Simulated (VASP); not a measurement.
# CdS (Fm-3m) in VASP: notebook

Runs on CdS. Level: PBE. Tasks: single point.

Program: VASP 6.6.1. These are calculated values, not measurements. Logs are shortened: lines on timing, memory, paths and dates and some standing lists are left out, and cuts for length are marked.

### Step 1. The cell of the first run

It takes space group Fm-3m (No. 225, cubic). Conventional cell: a = 5.394 Å, b = 5.394 Å, c = 5.394 Å, α = 90.00°, β = 90.00°, γ = 90.00°. Within 3.6 Å of Cd (site symmetry m-3m) lie 6 S at 2.70 Å. S (site symmetry m-3m) has 6 Cd at 2.70 Å within 3.6 Å.

### Step 2. Single point, PBE (volume scaled by 0.94)

Contents of INCAR:

```
  ALGO = Normal
  EDIFF = 1E-6
  ENCUT = 520
  GGA = PE
  ISIF = 2
  ISMEAR = -1
  LASPH = True
  LCHARG = False
  LREAL = False
  LWAVE = False
  NBANDS = 16
  NELM = 100
  PREC = Accurate
  SIGMA = 0.05
```

Contents of KPOINTS:

```
k-points
0
Gamma
  8 8 8
```

Contents of POSCAR:

```
CdS
1.0
    0.0000000000      2.6970395763      2.6970395763
    2.6970395763      0.0000000000      2.6970395763
    2.6970395763      2.6970395763      0.0000000000
Cd S
1 1
Direct
    0.0000000000      0.0000000000      0.0000000000
    0.5000000000      0.5000000000      0.5000000000
```

Potentials or basis: VASP PAW PBE potentials, release 64 (Cd, S).

Launch:

```console
> cat potpaw_PBE.64/Cd/POTCAR potpaw_PBE.64/S/POTCAR > POTCAR
> mpirun -np 1 vasp_std > vasp.out
```

OUTCAR:

```text
EDIFF = 1E-6
   ENCUT = 520
   GGA = PE
   ISIF = 2
   ISMEAR = -1
   LASPH = True
   LREAL = False
   NELM = 100
   PREC = Accurate

 ion  position               nearest neighbor table
   1  0.000  0.000  0.000-   2 2.70   2 2.70   2 2.70   2 2.70   2 2.70   2 2.70
   2  0.500  0.500  0.500-   1 2.70   1 2.70   1 2.70   1 2.70   1 2.70   1 2.70

  LATTYP: Found a face centered cubic cell.
 ALAT       =     5.3940791526

  Lattice vectors:

 A1 = (   0.0000000000,   2.6970395763,   2.6970395763)
 A2 = (   2.6970395763,   0.0000000000,   2.6970395763)
 A3 = (   2.6970395763,   2.6970395763,   0.0000000000)

Analysis of symmetry for initial positions (statically):
=====================================================================
 Subroutine PRICEL returns:
 Original cell was already a primitive cell.

 Routine SETGRP: Setting up the symmetry group for a
 face centered cubic supercell.

 Subroutine GETGRP returns: Found 48 space group operations
[... 9 lines left out ...]

 Routine SETGRP: Setting up the symmetry group for a
 face centered cubic supercell.

 Subroutine GETGRP returns: Found 48 space group operations
[... 11 lines left out ...]
                                     Primitive cell

  volume of cell :      39.2367

  direct lattice vectors                    reciprocal lattice vectors
     0.000000000  2.697039576  2.697039576    -0.185388455  0.185388455  0.185388455
     2.697039576  0.000000000  2.697039576     0.185388455 -0.185388455  0.185388455
     2.697039576  2.697039576  0.000000000     0.185388455  0.185388455 -0.185388455

  length of vectors
     3.814189947  3.814189947  3.814189947     0.321102223  0.321102223  0.321102223

  position of ions in fractional coordinates (direct lattice)
     0.000000000  0.000000000  0.000000000
     0.500000000  0.500000000  0.500000000

  ion indices of the primitive-cell ions
   primitive index   ion index
                 1           1
                 2           2

----------------------------------------------------------------------------------------

 KPOINTS: k-points

Automatic generation of k-mesh.
 Grid dimensions read from file:
 generate k-points for:    8    8    8

 Generating k-lattice:

  Cartesian coordinates                     Fractional coordinates (reciprocal lattice)
    -0.023173557  0.023173557  0.023173557     0.125000000  0.000000000  0.000000000
     0.023173557 -0.023173557  0.023173557     0.000000000  0.125000000  0.000000000
     0.023173557  0.023173557 -0.023173557     0.000000000  0.000000000  0.125000000

  Length of vectors
     0.040137778  0.040137778  0.040137778

  Shift w.r.t. Gamma in fractional coordinates (k-lattice)
     0.000000000  0.000000000  0.000000000

 Subroutine IBZKPT returns following result:
 ===========================================

 Found     29 irreducible k-points:

 Following reciprocal coordinates:
            Coordinates               Weight
  0.000000  0.000000  0.000000      1.000000
  0.125000  0.000000  0.000000      8.000000
  0.250000  0.000000  0.000000      8.000000
  0.375000  0.000000  0.000000      8.000000
  0.500000  0.000000  0.000000      4.000000
  0.125000  0.125000  0.000000      6.000000
[... 16 lines left out ...]
  0.500000  0.250000  0.125000     48.000000
 -0.375000  0.250000  0.125000     24.000000
 [... further k-points ...]
   k-points           NKPTS =     29   k-points in BZ     NKDIM =     29   number of bands    NBANDS=     16
   number of dos      NEDOS =    301   number of ions     NIONS =      2
   total plane-waves  NPLWV =  21952
   dimension x,y,z NGX =    28 NGY =   28 NGZ =   28
   dimension x,y,z NGXF=    56 NGYF=   56 NGZF=   56
   ions per type =               1   1
   NGX,Y,Z   is equivalent  to a cutoff of  12.20, 12.20, 12.20 a.u.
   NGXF,Y,Z  is equivalent  to a cutoff of  24.41, 24.41, 24.41 a.u.
 SYSTEM =  unknown system
   PREC   = accura    normal or accurate (medium, high low for compatibility)
   ISTART =      0    job   : 0-new  1-cont  2-samecut
   ICHARG =      2    charge: 1-file 2-atom 10-const
   ISPIN  =      1    spin polarized calculation?
   LNONCOLLINEAR =      F non collinear calculations
   LSORBIT =      F    spin-orbit coupling
   LASPH  =      T    aspherical Exc in radial PAW
   ENCUT  =  520.0 eV  38.22 Ry    6.18 a.u.   7.09  7.09  7.09*2*pi/ulx,y,z
   NELM   =    100;   NELMIN=  2; NELMDL= -5     # of ELM steps
   EDIFF  = 0.1E-05   stopping-criterion for ELM
   LREAL  =      F    real-space projection
   EDIFFG = 0.1E-04   stopping-criterion for IOM
   NSW    =      0    number of steps for IOM
   IBRION =     -1    ionic relax: 0-MD 1-quasi-New 2-CG
   NFREE  =      0    steps in history (QN), initial steepest desc. (CG)
   ISIF   =      2    stress and relaxation
   ISYM   =      2    0-nonsym 1-usesym 2-fastsym
   POTIM  = 0.5000    time-step for ionic-motion
   TEBEG  =    0.0;   TEEND  =   0.0 temperature during run
   PSTRESS=    0.0 pullay stress
   NELECT =      18.0000    total number of electrons
   NUPDOWN=      -1.0000    fix difference up-down
   EMIN   =  10.00;   EMAX   =-10.00  energy-range for DOS
   EFERMI =   0.00;   METHOD = LEGACY
   ISMEAR =    -1;   SIGMA  =   0.05  broadening in eV -4-tet -1-fermi 0-gaus
   EFERMI_NEDOS =   21; number of points for ismear=-14 and -15
   IALGO  =     38    algorithm
   IMIX   =      4    mixing-type and parameters
     AMIX     =   0.40;   BMIX     =  1.00
     AMIX_MAG =   1.60;   BMIX_MAG =  1.00
  volume/ion in A,a.u.               =      19.62       132.39
  Fermi-wavevector in a.u.,A,eV,Ry     =   1.262607  2.385982 21.690103  1.594178
  Thomas-Fermi vector in A             =   2.396007
   LORBIT       =      0    0 simple, 1 ext, 2 COOP (PROOUT), +10 PAW based schemes
   GGA     = PE    functional components
   LHFCALC =     F    Hartree Fock is set to
   AEXX    =    0.0000 exact exchange contribution
   IVDW    =     0    specifies the selected vdW correction
   LEPSILON=     F    determine dielectric tensor
   LRPA    =     F    only Hartree local field effects (RPA)
 non-spin polarized calculation
  energy-cutoff  :      520.00
  volume of cell :       39.24
 maximum number of plane-waves:      1067
   NGX = 15   NGY = 15   NGZ = 15

 number of electron      18.0000008 magnetization

 Free energy of the ion-electron system (eV)
  ---------------------------------------------------
  ext. energy  EPLUGINS =         0.00000000
  ---------------------------------------------------
  free energy    TOTEN  =        -5.83965776 eV

  energy without entropy =       -5.83864247  energy(sigma->0) =       -5.83915012

 E-fermi :   3.5229     XC(G=0): -10.6116

 val. band max:        3.3362147577   @ k =   0.5000   0.0000   0.0000
 cond. band min:       3.5858107604   @ k =   0.5000   0.5000   0.0000
 fundamental gap:      0.2495960027
 Fermi energy:         3.5228542468

 k-point     1 :       0.0000    0.0000    0.0000
  band No.  band energies     occupation
      1      -9.7704      2.00000
      2      -4.3733      2.00000
      3      -4.3733      2.00000
      4      -4.3724      2.00000
      5      -4.3724      2.00000
      6      -4.3724      2.00000
[... 8 lines left out ...]
     15      15.0695      0.00000
     16      15.0695      0.00000

 k-point     2 :       0.1250    0.0000    0.0000
  band No.  band energies     occupation
      1      -9.6257      2.00000
      2      -4.4276      2.00000
      3      -4.4276      2.00000
      4      -4.3907      2.00000
      5      -4.3393      2.00000
      6      -4.3393      2.00000
[... 8 lines left out ...]
     15      13.7328      0.00000
     16      14.6521      0.00000

 k-point     3 :       0.2500    0.0000    0.0000
  band No.  band energies     occupation
      1      -9.2354      2.00000
      2      -4.5540      2.00000
      3      -4.5540      2.00000
      4      -4.4596      2.00000
      5      -4.2578      2.00000
      6      -4.2578      2.00000
[... 8 lines left out ...]
     15      14.2442      0.00000
     16      14.3996      0.00000

 k-point     4 :       0.3750    0.0000    0.0000
  band No.  band energies     occupation
      1      -8.7599      2.00000
      2      -4.6741      2.00000
      3      -4.6741      2.00000
      4      -4.5987      2.00000
      5      -4.1744      2.00000
      6      -4.1744      2.00000
[... 8 lines left out ...]
     15      15.5043      0.00000
     16      15.5043      0.00000

 k-point     5 :       0.5000    0.0000    0.0000
  band No.  band energies     occupation
      1      -8.5233      2.00000
      2      -4.7221      2.00000
      3      -4.7221      2.00000
      4      -4.6986      2.00000
      5      -4.1392      2.00000
      6      -4.1392      2.00000
[... 8 lines left out ...]
     15      16.3975      0.00000
     16      16.3975      0.00000

 k-point     6 :       0.1250    0.1250    0.0000
  band No.  band energies     occupation
      1      -9.5847      2.00000
      2      -4.4874      2.00000
      3      -4.3989      2.00000
      4      -4.3553      2.00000
      5      -4.3407      2.00000
      6      -4.3407      2.00000
[... 8 lines left out ...]
     15      15.8945      0.00000
     16      16.2184      0.00000
[... 267 lines left out ...]
 k-point    21 :       0.5000    0.5000    0.0000
  band No.  band energies     occupation
      1      -8.7933      2.00000
      2      -4.5535      2.00000
      3      -4.2497      2.00000
      4      -4.0650      2.00000
      5      -4.0650      2.00000
      6      -3.2974      2.00000
[... 8 lines left out ...]
     15      17.9473      0.00000
     16      18.0764      0.00000

 k-point    22 :       0.3750    0.2500    0.1250
  band No.  band energies     occupation
      1      -9.0185      2.00000
      2      -4.6000      2.00000
      3      -4.4832      2.00000
      4      -4.4479      2.00000
      5      -4.2404      2.00000
      6      -4.1591      2.00000
[... 8 lines left out ...]
     15      16.6155      0.00000
     16      17.5817      0.00000

 k-point    23 :       0.5000    0.2500    0.1250
  band No.  band energies     occupation
      1      -8.7118      2.00000
      2      -4.5902      2.00000
      3      -4.5431      2.00000
      4      -4.4475      2.00000
      5      -4.1695      2.00000
      6      -4.0664      2.00000
[... 8 lines left out ...]
     15      17.1445      0.00000
     16      17.7190      0.00000

 k-point    24 :      -0.3750    0.2500    0.1250
  band No.  band energies     occupation
      1      -8.5752      2.00000
      2      -4.6390      2.00000
      3      -4.5016      2.00000
      4      -4.4409      2.00000
      5      -4.1275      2.00000
      6      -4.0243      2.00000
[... 8 lines left out ...]
     15      15.9065      0.00000
     16      18.0232      0.00000

 [... further k-points ...]
[... 5 lines left out ...]
  --------------------------------------------------------------------------------------
  -------------------------------------------------------------------------------------
  Total        1.2391659      1.2391659      1.2391659      0.0000000      0.0000000     -0.0000000
  in kB       50.5997161     50.5997161     50.5997161      0.0000000      0.0000000     -0.0000000
  external PRESSURE =      50.5997161 kB  Pullay stress =       0.0000000 kB

 VOLUME and BASIS-vectors are now :
 -----------------------------------------------------------------------------
  energy-cutoff  :      520.00
  volume of cell :       39.24
      direct lattice vectors                 reciprocal lattice vectors
     0.000000000  2.697039576  2.697039576    -0.185388455  0.185388455  0.185388455
     2.697039576  0.000000000  2.697039576     0.185388455 -0.185388455  0.185388455
     2.697039576  2.697039576  0.000000000     0.185388455  0.185388455 -0.185388455

 POSITION                                       TOTAL-FORCE (eV/Angst)
 -----------------------------------------------------------------------------------
      0.00000      0.00000      0.00000         0.000000      0.000000      0.000000
      2.69704      2.69704      2.69704        -0.000000     -0.000000     -0.000000
 -----------------------------------------------------------------------------------
    total drift:                                0.000000      0.000000      0.000000

  FREE ENERGIE OF THE ION-ELECTRON SYSTEM (eV)
  ---------------------------------------------------
  free  energy   TOTEN  =        -5.8396577589 eV

  energy  without entropy=       -5.8386424725  energy(sigma->0) =       -5.83915012
```

Run time: 14 s. Hardware: 1 thread of AMD EPYC 9R45 (Zen 5), shared host; peak memory 0.13 GiB.

Results:

```yaml
Free_energy: -5.8397 eV
Pressure: 5.1 GPa
Band_gap_on_the_k_mesh: 0.25 eV, indirect (least direct gap 1.95 eV)
```

 A k mesh can miss the band edges.

### Step 3. Single point, PBE (volume scaled by 1.06)

Contents of INCAR:

```
SYSTEM = CdS
  PREC = Accurate
  ENCUT = 520
  EDIFF = 1E-6
  ISMEAR = -1
  SIGMA = 0.05
  LREAL = .False.
  LASPH = .True.
  NELM = 60
  ALGO = Normal
  ISIF = 2
  LWAVE = .False.
  LCHARG = .False.
  GGA = PE
  NBANDS = 16
```

Contents of KPOINTS:

```
Automatic mesh
0
Gamma
  8 8 8
  0 0 0
```

Contents of POSCAR:

```
CdS
1.0
    0.0000000000      2.8072428857      2.8072428857
    2.8072428857      0.0000000000      2.8072428857
    2.8072428857      2.8072428857      0.0000000000
Cd S
1 1
Direct
    0.0000000000      0.0000000000      0.0000000000
    0.5000000000      0.5000000000      0.5000000000
```

Potentials or basis: VASP PAW PBE potentials, release 64 (Cd, S).

Launch:

```console
> cat potpaw_PBE.64/Cd/POTCAR potpaw_PBE.64/S/POTCAR > POTCAR
> mpirun -np 1 vasp_std > vasp.out
```

OUTCAR:

```text
SYSTEM = CdS
   PREC = Accurate
   ENCUT = 520
   EDIFF = 1E-6
   ISMEAR = -1
   LREAL = .False.
   LASPH = .True.
   NELM = 60
   ISIF = 2
   GGA = PE

 ion  position               nearest neighbor table
   1  0.000  0.000  0.000-   2 2.81   2 2.81   2 2.81   2 2.81   2 2.81   2 2.81
   2  0.500  0.500  0.500-   1 2.81   1 2.81   1 2.81   1 2.81   1 2.81   1 2.81

  LATTYP: Found a face centered cubic cell.
 ALAT       =     5.6144857714

  Lattice vectors:

 A1 = (   0.0000000000,   2.8072428857,   2.8072428857)
 A2 = (   2.8072428857,   0.0000000000,   2.8072428857)
 A3 = (   2.8072428857,   2.8072428857,   0.0000000000)

Analysis of symmetry for initial positions (statically):
=====================================================================
 Subroutine PRICEL returns:
 Original cell was already a primitive cell.

 Routine SETGRP: Setting up the symmetry group for a
 face centered cubic supercell.

 Subroutine GETGRP returns: Found 48 space group operations
[... 9 lines left out ...]

 Routine SETGRP: Setting up the symmetry group for a
[... 146 lines left out ...]
 Free energy of the ion-electron system (eV)
  ---------------------------------------------------
  ext. energy  EPLUGINS =         0.00000000
  ---------------------------------------------------
  free energy    TOTEN  =        -5.84616379 eV

  energy without entropy =       -5.84497978  energy(sigma->0) =       -5.84557178

 E-fermi :   2.3679     XC(G=0): -10.0193

 val. band max:        2.1702673014   @ k =  -0.2500   0.1250   0.0000
 cond. band min:       2.4181906993   @ k =   0.5000   0.5000   0.0000
 fundamental gap:      0.2479233979
 Fermi energy:         2.3678689483

 k-point     1 :       0.0000    0.0000    0.0000
  band No.  band energies     occupation
      1     -10.1155      2.00000
      2      -5.3028      2.00000
      3      -5.3028      2.00000
      4      -5.3028      2.00000
      5      -5.3012      2.00000
      6      -5.3012      2.00000
[... 433 lines left out ...]
      3      -5.3579      2.00000
      4      -5.3285      2.00000
      5      -5.1310      2.00000
      6      -5.0523      2.00000
[... 8 lines left out ...]
     15      14.1246      0.00000
     16      16.2824      0.00000

 [... further k-points ...]
[... 5 lines left out ...]
  --------------------------------------------------------------------------------------
  -------------------------------------------------------------------------------------
  Total       -1.0259213     -1.0259213     -1.0259213      0.0000000      0.0000000      0.0000000
  in kB      -37.1496459    -37.1496459    -37.1496459      0.0000000      0.0000000      0.0000000
  external PRESSURE =     -37.1496459 kB  Pullay stress =       0.0000000 kB

 VOLUME and BASIS-vectors are now :
 -----------------------------------------------------------------------------
  energy-cutoff  :      520.00
  volume of cell :       44.25
      direct lattice vectors                 reciprocal lattice vectors
     0.000000000  2.807242886  2.807242886    -0.178110702  0.178110702  0.178110702
     2.807242886  0.000000000  2.807242886     0.178110702 -0.178110702  0.178110702
     2.807242886  2.807242886  0.000000000     0.178110702  0.178110702 -0.178110702

 POSITION                                       TOTAL-FORCE (eV/Angst)
 -----------------------------------------------------------------------------------
      0.00000      0.00000      0.00000         0.000000     -0.000000      0.000000
      2.80724      2.80724      2.80724        -0.000000      0.000000     -0.000000
 -----------------------------------------------------------------------------------
    total drift:                               -0.000000      0.000000      0.000000

  FREE ENERGIE OF THE ION-ELECTRON SYSTEM (eV)
  ---------------------------------------------------
  free  energy   TOTEN  =        -5.8461637859 eV

  energy  without entropy=       -5.8449797766  energy(sigma->0) =       -5.84557178
```

stdout:

```text
POSCAR found type information on POSCAR CdS
 POSCAR found :  2 types and       2 ions
 scaLAPACK will be used
 LDA part: xc-table for (Slater+PW92), standard interpolation
 POSCAR, INCAR and KPOINTS ok, starting setup
 FFT: planning ... GRIDC
 FFT: planning ... GRID_SOFT
 FFT: planning ... GRID
 WAVECAR not read
 entering main loop
```

It took 15 s on 1 thread of AMD EPYC 9R45 (Zen 5), shared host; peak memory 0.14 GiB.

What came out:

- Free energy: -5.8462 eV
- Pressure: -3.7 GPa
- Band gap on the k mesh: 0.25 eV, indirect (least direct gap 1.18 eV)

Levels at points of the mesh, in eV from the valence-band top:
```
           k point  band 5  band 6  band 7  band 8  band 9  band 10  band 11  band 12  band 13  band 14
(0.00, 0.00, 0.00)   -7.47   -7.47   -0.59   -0.59   -0.59     0.59     9.21     9.21     9.21    10.93
(0.50, 0.00, 0.00)   -7.31   -7.31   -4.48    0.00    0.00     3.57     5.95     5.95     6.18    11.96
(0.50, 0.50, 0.00)   -7.26   -6.71   -3.73   -1.83   -1.83     0.25     6.15     9.35    10.69    10.69
```
